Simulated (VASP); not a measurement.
# SiC (Moissanite) (P6_3mc) in VASP: electric field gradients with PBE

Aim: the electric field gradients of SiC (Moissanite) with PBE.

All numbers are computed with VASP 6.6.1; they aren't measurements. Logs are shortened: lines on timing, memory, paths and dates and some standing lists are left out, and cuts for length are marked.

### Step 1. The cell of the first run

Symmetry: P6_3mc, No. 186, hexagonal system. The conventional cell has a = 3.081 Å, b = 3.081 Å, c = 15.125 Å, α = 90.00°, β = 90.00°, γ = 120.00°. Si (site symmetry 3m) has 4 C at 1.88 to 1.90 Å within 2.5 Å. Within 2.5 Å of Si (site symmetry 3m) lie 4 C at 1.89 Å. Si (site symmetry 3m) has 4 C at 1.89 Å within 2.5 Å. Within 2.5 Å of C (site symmetry 3m) lie 4 Si at 1.88 to 1.89 Å. Within 2.5 Å of C (site symmetry 3m) lie 4 Si at 1.89 Å. C (site symmetry 3m) has 4 Si at 1.89 to 1.90 Å within 2.5 Å.

### Step 2. Electric field gradients, PBE

INCAR

```
SYSTEM = SiC
PREC = Accurate
ENCUT = 520
EDIFF = 1E-8
ISMEAR = -1
SIGMA = 0.02
LREAL = .FALSE.
LASPH = .TRUE.
NELM = 100
ALGO = Normal
ISIF = 2
LWAVE = .FALSE.
LCHARG = .FALSE.
GGA = PE
LEFG = .TRUE.
NELECT = 49.0
ISYM = 0
NBANDS = 36
```

KPOINTS

```
regular mesh
0
G
  10 10 2
  0 0 0
```

POSCAR

```
SiC
1.0
    3.0810000000      0.0000000000      0.0000000000
   -1.5405000000      2.6682242691      0.0000000000
    0.0000000000      0.0000000000     15.1248000000
Si C
6 6
Direct
    0.0000000000      0.0000000000      0.0000000000
    0.0000000000      0.0000000000      0.5000000000
    0.3333333333      0.6666666667      0.1664000000
    0.6666666667      0.3333333333      0.6664000000
    0.6666666667      0.3333333333      0.3329000000
    0.3333333333      0.6666666667      0.8329000000
    0.3333333333      0.6666666667      0.0412000000
    0.6666666667      0.3333333333      0.5412000000
    0.6666666667      0.3333333333      0.2080000000
    0.3333333333      0.6666666667      0.7080000000
    0.0000000000      0.0000000000      0.3746000000
    0.0000000000      0.0000000000      0.8746000000
```

Potentials or basis: VASP PAW PBE potentials, release 64 (Si, C).

Launch:

```console
$ cat potpaw_PBE.64/Si/POTCAR potpaw_PBE.64/C/POTCAR > POTCAR
$ mpirun -np 1 vasp_std > vasp.out
```

OUTCAR:

```text
SYSTEM = SiC
   PREC = Accurate
   ENCUT = 520
   EDIFF = 1E-8
   ISMEAR = -1
   LREAL = .FALSE.
   LASPH = .TRUE.
   NELM = 100
   ISIF = 2
   GGA = PE
   NELECT = 49.0
   ISYM = 0

 ion  position               nearest neighbor table
   1  0.000  0.000  0.000-   7 1.88   7 1.88   7 1.88  12 1.90   3 3.08   3 3.08   3 3.08   6 3.09
                             6 3.09   6 3.09
   2  0.000  0.000  0.500-   8 1.88   8 1.88   8 1.88  11 1.90   4 3.08   4 3.08   4 3.08   5 3.09
                             5 3.09   5 3.09
   3  0.333  0.667  0.166-   9 1.89   9 1.89   9 1.89   7 1.89   1 3.08   1 3.08   1 3.08   5 3.08
                             5 3.08   5 3.08
   4  0.667  0.333  0.666-  10 1.89  10 1.89  10 1.89   8 1.89   2 3.08   2 3.08   2 3.08   6 3.08
                             6 3.08   6 3.08
   5  0.667  0.333  0.333-  11 1.89  11 1.89  11 1.89   9 1.89   3 3.08   3 3.08   3 3.08   2 3.09
                             2 3.09   2 3.09
   6  0.333  0.667  0.833-  12 1.89  12 1.89  12 1.89  10 1.89   4 3.08   4 3.08   4 3.08   1 3.09
                             1 3.09   1 3.09
   7  0.333  0.667  0.041-   1 1.88   1 1.88   1 1.88   3 1.89
   8  0.667  0.333  0.541-   2 1.88   2 1.88   2 1.88   4 1.89
   9  0.667  0.333  0.208-   3 1.89   3 1.89   3 1.89   5 1.89
  10  0.333  0.667  0.708-   4 1.89   4 1.89   4 1.89   6 1.89
  11  0.000  0.000  0.375-   5 1.89   5 1.89   5 1.89   2 1.90
  12  0.000  0.000  0.875-   6 1.89   6 1.89   6 1.89   1 1.90

IMPORTANT INFORMATION: All symmetrisations will be switched off!
NOSYMM: (Re-)initialisation of all symmetry stuff for point group C_1.

----------------------------------------------------------------------------------------

                                     Primitive cell

  volume of cell :     124.3379

  direct lattice vectors                    reciprocal lattice vectors
     3.081000000  0.000000000  0.000000000     0.324569945  0.187390545  0.000000000
    -1.540500000  2.668224269  0.000000000     0.000000000  0.374781090  0.000000000
     0.000000000  0.000000000 15.124800000     0.000000000  0.000000000  0.066116577

  length of vectors
     3.081000000  3.081000000 15.124800000     0.374781090  0.374781090  0.066116577

  position of ions in fractional coordinates (direct lattice)
     0.000000000  0.000000000  0.000000000
     0.000000000  0.000000000  0.500000000
     0.333333333  0.666666667  0.166400000
     0.666666667  0.333333333  0.666400000
     0.666666667  0.333333333  0.332900000
     0.333333333  0.666666667  0.832900000
     0.333333333  0.666666667  0.041200000
     0.666666667  0.333333333  0.541200000
     0.666666667  0.333333333  0.208000000
     0.333333333  0.666666667  0.708000000
     0.000000000  0.000000000  0.374600000
     0.000000000  0.000000000  0.874600000

  ion indices of the primitive-cell ions
   primitive index   ion index
                 1           1
                 2           2
                 3           3
                 4           4
                 5           5
                 6           6
                 7           7
                 8           8
                 9           9
                10          10
                11          11
                12          12

----------------------------------------------------------------------------------------

 KPOINTS: regular mesh

Automatic generation of k-mesh.
 Grid dimensions read from file:
 generate k-points for:   10   10    2

 Generating k-lattice:

  Cartesian coordinates                     Fractional coordinates (reciprocal lattice)
     0.032456994  0.018739055  0.000000000     0.100000000  0.000000000  0.000000000
     0.000000000  0.037478109  0.000000000     0.000000000  0.100000000  0.000000000
     0.000000000  0.000000000  0.033058288     0.000000000  0.000000000  0.500000000

  Length of vectors
     0.037478109  0.037478109  0.033058288

  Shift w.r.t. Gamma in fractional coordinates (k-lattice)
     0.000000000  0.000000000  0.000000000

 Subroutine IBZKPT returns following result:
 ===========================================

 Found    104 irreducible k-points:

 Following reciprocal coordinates:
            Coordinates               Weight
  0.000000  0.000000  0.000000      1.000000
  0.100000  0.000000  0.000000      2.000000
  0.000000  0.100000  0.000000      2.000000
 -0.100000  0.100000  0.000000      2.000000
  0.200000  0.000000  0.000000      2.000000
  0.000000  0.200000  0.000000      2.000000
[... 16 lines left out ...]
 -0.200000  0.300000  0.000000      2.000000
  0.100000  0.200000  0.000000      2.000000
 [... further k-points ...]
   k-points           NKPTS =    104   k-points in BZ     NKDIM =    104   number of bands    NBANDS=     36
   number of dos      NEDOS =    301   number of ions     NIONS =     12
   total plane-waves  NPLWV =  64512
   dimension x,y,z NGX =    24 NGY =   24 NGZ =  112
   dimension x,y,z NGXF=    48 NGYF=   48 NGZF=  224
   ions per type =               6   6
   NGX,Y,Z   is equivalent  to a cutoff of  12.95, 12.95, 12.31 a.u.
   NGXF,Y,Z  is equivalent  to a cutoff of  25.90, 25.90, 24.62 a.u.
 SYSTEM =  SiC
   PREC   = accura    normal or accurate (medium, high low for compatibility)
   ISTART =      0    job   : 0-new  1-cont  2-samecut
   ICHARG =      2    charge: 1-file 2-atom 10-const
   ISPIN  =      1    spin polarized calculation?
   LNONCOLLINEAR =      F non collinear calculations
   LSORBIT =      F    spin-orbit coupling
   LASPH  =      T    aspherical Exc in radial PAW
   ENCUT  =  520.0 eV  38.22 Ry    6.18 a.u.   5.73  5.73 28.12*2*pi/ulx,y,z
   NELM   =    100;   NELMIN=  2; NELMDL= -5     # of ELM steps
   EDIFF  = 0.1E-07   stopping-criterion for ELM
   LREAL  =      F    real-space projection
   EDIFFG = 0.1E-06   stopping-criterion for IOM
   NSW    =      0    number of steps for IOM
   IBRION =     -1    ionic relax: 0-MD 1-quasi-New 2-CG
   NFREE  =      0    steps in history (QN), initial steepest desc. (CG)
   ISIF   =      2    stress and relaxation
   ISYM   =      0    0-nonsym 1-usesym 2-fastsym
   POTIM  = 0.5000    time-step for ionic-motion
   TEBEG  =    0.0;   TEEND  =   0.0 temperature during run
   PSTRESS=    0.0 pullay stress
   NELECT =      49.0000    total number of electrons
   NUPDOWN=      -1.0000    fix difference up-down
   EMIN   =  10.00;   EMAX   =-10.00  energy-range for DOS
   EFERMI =   0.00;   METHOD = LEGACY
   ISMEAR =    -1;   SIGMA  =   0.02  broadening in eV -4-tet -1-fermi 0-gaus
   EFERMI_NEDOS =   21; number of points for ismear=-14 and -15
   IALGO  =     38    algorithm
   IMIX   =      4    mixing-type and parameters
     AMIX     =   0.40;   BMIX     =  1.00
     AMIX_MAG =   1.60;   BMIX_MAG =  1.00
  volume/ion in A,a.u.               =      10.36        69.92
  Fermi-wavevector in a.u.,A,eV,Ry     =   1.200252  2.268147 19.600607  1.440604
  Thomas-Fermi vector in A             =   2.336093
   LORBIT       =      0    0 simple, 1 ext, 2 COOP (PROOUT), +10 PAW based schemes
   GGA     = PE    functional components
   LHFCALC =     F    Hartree Fock is set to
   AEXX    =    0.0000 exact exchange contribution
   IVDW    =     0    specifies the selected vdW correction
   LEPSILON=     F    determine dielectric tensor
   LRPA    =     F    only Hartree local field effects (RPA)
 non-spin polarized calculation
  energy-cutoff  :      520.00
  volume of cell :      124.34
 maximum number of plane-waves:      3365
   NGX = 11   NGY = 11   NGZ = 57

 number of electron      49.0000000 magnetization

 Free energy of the ion-electron system (eV)
  ---------------------------------------------------
  ext. energy  EPLUGINS =         0.00000000
  ---------------------------------------------------
  free energy    TOTEN  =       -79.65760000 eV

  energy without entropy =      -79.65453893  energy(sigma->0) =      -79.65606947

 E-fermi :  11.1584     XC(G=0): -11.4779

 val. band max:       11.1381689572   @ k =   0.3000   0.0000   0.0000
 cond. band min:      11.1675778274   @ k =   0.5000   0.5000   0.0000
 fundamental gap:      0.0294088702
 Fermi energy:        11.1584129862

 k-point     1 :       0.0000    0.0000    0.0000
  band No.  band energies     occupation
      1      -7.4127      2.00000
      2      -6.9246      2.00000
      3      -6.8191      2.00000
      4      -5.3710      2.00000
      5      -5.3174      2.00000
      6      -3.8421      2.00000
[... 28 lines left out ...]
     35      15.3804      0.00000
     36      15.5560      0.00000
[... 866 lines left out ...]
      6      -2.9019      2.00000
[... 28 lines left out ...]
     35      15.8541      0.00000
     36      15.8856      0.00000

 [... further k-points ...]
[... 5 lines left out ...]
  --------------------------------------------------------------------------------------
  -------------------------------------------------------------------------------------
  Total       14.0003497     14.0003520     13.8063932      0.0000022      0.0000001     -0.0000000
  in kB      180.4038483    180.4038778    177.9045887      0.0000288      0.0000009     -0.0000005
  external PRESSURE =     179.5707716 kB  Pullay stress =       0.0000000 kB

 VOLUME and BASIS-vectors are now :
 -----------------------------------------------------------------------------
  energy-cutoff  :      520.00
  volume of cell :      124.34
      direct lattice vectors                 reciprocal lattice vectors
     3.081000000  0.000000000  0.000000000     0.324569945  0.187390545  0.000000000
    -1.540500000  2.668224269  0.000000000     0.000000000  0.374781090  0.000000000
     0.000000000  0.000000000 15.124800000     0.000000000  0.000000000  0.066116577

 POSITION                                       TOTAL-FORCE (eV/Angst)
 -----------------------------------------------------------------------------------
      0.00000      0.00000      0.00000         0.000000      0.000000      0.123161
      0.00000      0.00000      7.56240         0.000000      0.000000      0.123161
     -0.00000      1.77882      2.51677         0.000000     -0.000000      0.071081
      1.54050      0.88941     10.07917         0.000000     -0.000000      0.071083
      1.54050      0.88941      5.03505         0.000000      0.000000     -0.384007
     -0.00000      1.77882     12.59745        -0.000000      0.000000     -0.384010
     -0.00000      1.77882      0.62314         0.000000     -0.000000      0.050229
      1.54050      0.88941      8.18554        -0.000000      0.000000      0.050229
      1.54050      0.88941      3.14596        -0.000000     -0.000000     -0.006390
     -0.00000      1.77882     10.70836        -0.000000      0.000000     -0.006388
      0.00000      0.00000      5.66575         0.000000     -0.000000      0.145926
      0.00000      0.00000     13.22815         0.000000      0.000000      0.145925
 -----------------------------------------------------------------------------------
    total drift:                               -0.000000      0.000000      0.000148

  FREE ENERGIE OF THE ION-ELECTRON SYSTEM (eV)
  ---------------------------------------------------
  free  energy   TOTEN  =       -79.6576000047 eV

  energy  without entropy=      -79.6545389265  energy(sigma->0) =      -79.65606947

 Electric field gradients (V/A^2)
---------------------------------------------------------------------
 ion       V_xx      V_yy      V_zz      V_xy      V_xz      V_yz
---------------------------------------------------------------------
   1      -1.445    -1.445     2.890    -0.000    -0.000     0.000
   2      -1.445    -1.445     2.890    -0.000     0.000    -0.000
   3      -0.898    -0.898     1.796    -0.000     0.000    -0.000
   4      -0.898    -0.898     1.796    -0.000    -0.000    -0.000
   5       0.449     0.449    -0.898    -0.000    -0.000     0.000
   6       0.449     0.449    -0.898    -0.000     0.000    -0.000
   7      -0.304    -0.304     0.608    -0.000     0.000    -0.000
   8      -0.304    -0.304     0.608    -0.000    -0.000     0.000
   9      -0.460    -0.461     0.921    -0.000     0.000    -0.000
  10      -0.460    -0.461     0.921    -0.000    -0.000     0.000
  11      -0.026    -0.026     0.052    -0.000     0.000     0.000
  12      -0.026    -0.026     0.052    -0.000    -0.000     0.000
---------------------------------------------------------------------

 Electric field gradients after diagonalization (V/A^2)
 (convention: |V_zz| > |V_xx| > |V_yy|)
----------------------------------------------------------------------
 ion       V_xx      V_yy      V_zz     asymmetry (V_yy - V_xx)/ V_zz
----------------------------------------------------------------------
   1      -1.445    -1.445     2.890       0.000
   2      -1.445    -1.445     2.890       0.000
   3      -0.898    -0.898     1.796       0.000
   4      -0.898    -0.898     1.796       0.000
   5       0.449     0.449    -0.898       0.000
   6       0.449     0.449    -0.898       0.000
   7      -0.304    -0.304     0.608       0.001
   8      -0.304    -0.304     0.608       0.001
   9      -0.461    -0.460     0.921       0.001
  10      -0.461    -0.460     0.921       0.001
  11      -0.026    -0.026     0.052       0.007
  12      -0.026    -0.026     0.052       0.007
----------------------------------------------------------------------

           NMR quadrupolar parameters

 Cq : quadrupolar parameter    Cq=e*Q*V_zz/h
 eta: asymmetry parameters     (V_yy - V_xx)/ V_zz
 Q  : nuclear electric quadrupole moment in mb (millibarn)
----------------------------------------------------------------------
 ion       Cq(MHz)       eta       Q (mb)
----------------------------------------------------------------------
   1       0.007       0.000       1.000
   2       0.007       0.000       1.000
   3       0.004       0.000       1.000
   4       0.004       0.000       1.000
   5      -0.002       0.000       1.000
   6      -0.002       0.000       1.000
   7       0.001       0.001       1.000
   8       0.001       0.001       1.000
   9       0.002       0.001       1.000
  10       0.002       0.001       1.000
  11       0.000       0.007       1.000
  12       0.000       0.007       1.000
----------------------------------------------------------------------
```

It took 16 min on 1 thread of AMD EPYC 7R13, shared host; peak memory 0.42 GiB.

Results:

- Free energy: -79.6576 eV
- Largest force: 0.384 eV/Å

Forces on the atoms (eV/Å):
```
Si   0.000  0.000  0.123
Si   0.000  0.000  0.123
Si   0.000  0.000  0.071
Si   0.000  0.000  0.071
Si   0.000  0.000 -0.384
Si   0.000  0.000 -0.384
C    0.000  0.000  0.050
C    0.000  0.000  0.050
C    0.000  0.000 -0.006
C    0.000  0.000 -0.006
C    0.000  0.000  0.146
C    0.000  0.000  0.146
```

Electric field gradients, principal values (V/Å²):
| atom | least | middle | greatest (by size) |
| --- | --- | --- | --- |
| 1 Si | -1.445 | -1.445 | 2.890 |
| 2 Si | -1.445 | -1.445 | 2.890 |
| 3 Si | -0.898 | -0.898 | 1.796 |
| 4 Si | -0.898 | -0.898 | 1.796 |
| 5 Si | 0.449 | 0.449 | -0.898 |
| 6 Si | 0.449 | 0.449 | -0.898 |
| 7 C | -0.304 | -0.304 | 0.608 |
| 8 C | -0.304 | -0.304 | 0.608 |
| 9 C | -0.460 | -0.461 | 0.921 |
| 10 C | -0.460 | -0.461 | 0.921 |
| 11 C | -0.026 | -0.026 | 0.052 |
| 12 C | -0.026 | -0.026 | 0.052 |

Caveat: the cell carries a net charge on a neutralising background, which shifts energy and pressure; the cell is charged against a uniform background, so pressure and absolute levels hang on convention; without QUAD_EFG the Cq values of the log hold for a quadrupole moment of 1 mb, not for the nuclei.
